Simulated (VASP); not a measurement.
Input of a VASP 6.6.1 run:

Contents of INCAR:

```
SYSTEM = GaSi16
ALGO = Normal
EDIFF = 1E-6
ENCUT = 520
GGA = PE
ISIF = 2
ISMEAR = 0
ISPIN = 2
IVDW = 12
LASPH = .TRUE.
LCHARG = .TRUE.
LELF = .TRUE.
LORBIT = 11
LREAL = Auto
LVHAR = .TRUE.
LWAVE = .FALSE.
MAGMOM = 0 0 0 0 0 0 0 0 0 0 0 0 0 0 0 0 0
NBANDS = 56
NELM = 150
PREC = Accurate
SIGMA = 0.05
```

Contents of KPOINTS:

```
k-points
0
G
  2 2 2
  0 0 0
```

The input POSCAR:

```
GaSi16
1.0
    0.0000000000      5.4300000000      5.4300000000
    5.4300000000      0.0000000000      5.4300000000
    5.4300000000      5.4300000000      0.0000000000
Si Ga
16 1
Direct
    0.0196453959      0.0197989871     -0.0594093002
    0.1131292818      0.1132931860      0.1137790055
   -0.0025386740     -0.0023808471      0.4911364641
    0.1437733886      0.1439284530      0.5682023020
   -0.0239193370      0.5075252302      0.0086885820
    0.1131340700      0.6596298343      0.1137659300
   -0.0025335175      0.5136167587      0.4911222836
    0.1120668508      0.6257040516      0.6363482505
    0.5073689687     -0.0237686004      0.0086940147
    0.6594782689      0.1132887661      0.1137714549
    0.5134628913     -0.0023794659      0.4911256906
    0.6255467772      0.1122211786      0.6363539595
    0.5073765193      0.5075323204      0.0086862799
    0.6077100368      0.6078604972      0.1763925414
    0.4833318600      0.4834861878      0.5495219153
    0.6255522099      0.6257065378      0.6363450276
    0.2848771639      0.2850261510      1.1449023941
```

Potentials or basis: VASP PAW PBE potentials, release 64 (Si, Ga_d).

Launch:

```console
$ cat potpaw_PBE.64/Si/POTCAR potpaw_PBE.64/Ga_d/POTCAR > POTCAR
$ mpirun -np 1 vasp_std > vasp.out
```

Q: Predict the largest force.

A: 0.843 eV/Å.

Q: Predict the net moment.

A: 0.00 μB per cell.

Q: What does it give for the pressure?

A: 2.6 GPa.

Stress tensor (GPa, compression positive):
```
 2.65 -0.83  0.83
-0.83  2.65  0.83
 0.83  0.83  2.65
```

Caveat: the k points lie up to 0.50 Å⁻¹ apart; no moment was typed at the start, so none could form.
